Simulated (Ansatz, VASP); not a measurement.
## LiF in VASP and in Ansatz

File INCAR:

```
  PREC = Accurate
  ENCUT = 520
  EDIFF = 1E-7
  ISMEAR = -1
  SIGMA = 0.03
  LREAL = False
  LASPH = True
  NELM = 60
  ALGO = Normal
  ISIF = 2
  LWAVE = False
  LCHARG = False
  NBANDS = 12
```

The input KPOINTS:

```
Automatic mesh
0
Gamma
  16 16 16
```

Contents of POSCAR:

```
LiF
1.0
    0.0000000000      2.1825652598      2.1825652598
    2.1825652598      0.0000000000      2.1825652598
    2.1825652598      2.1825652598      0.0000000000
Li F
1 1
Direct
    0.0000000000      0.0000000000      0.0000000000
    0.2500000000      0.2500000000      0.2500000000
```

Input for Ansatz:

```yaml
crystal:
  lattice:
    - [0.0, 2.1825652598, 2.1825652598]
    - [2.1825652598, 0.0, 2.1825652598]
    - [2.1825652598, 2.1825652598, 0.0]
  atoms:
    - { symbol: Li, position: [0.0, 0.0, 0.0] }
    - { symbol: F, position: [0.25, 0.25, 0.25] }
kpoints:
  mp_grid: { grid: [16, 16, 16] }
  band_path:
    path:
      - [0.0, 0.0, 0.0]
      - [-0.5, -0.5, 0.0]
      - [-0.375, -0.375, 0.25]
      - [-0.375, 0.0, 0.375]
      - [0.0, 0.0, 0.0]
      - [0.0, 0.0, 0.5]
      - [-0.5, -0.25, 0.25]
      - [-0.5, -0.5, 0.0]
    npoints: 5
scf:
  occupations: { method: fermi_dirac, width: 0.03 }
hamiltonian:
  xc: lda
  pseudopotentials: { kind: all_electron, lapw: { basis_error: 0.0005 } }
output:
  forces: true
  stress: true
  eigenvalues: true
```

Alike in both runs: task single point; functional LDA; k mesh 16 × 16 × 16; occupations fermi-dirac, width 0.03 eV; no spin polarisation.

|  | VASP | Ansatz |
| --- | --- | --- |
| version | VASP 6.6.1 | Ansatz 0.2.0 |
| potentials or method | VASP PAW LDA potentials, release 64 (Li_sv, F), cutoff 520 eV | all-electron LAPW, scalar-relativistic |

```csv
,VASP,Ansatz,Ansatz less VASP
gap on the k mesh at the Fermi level (eV),7.32,7.32,0.000
```

LDA's correlation is that of Perdew and Zunger in VASP and of Perdew and Wang (1992) in Ansatz. Ansatz ran all-electron here, and VASP with PAW potentials.

Noted on VASP's run: the cutoff is short for stress, so the pressure is rough.
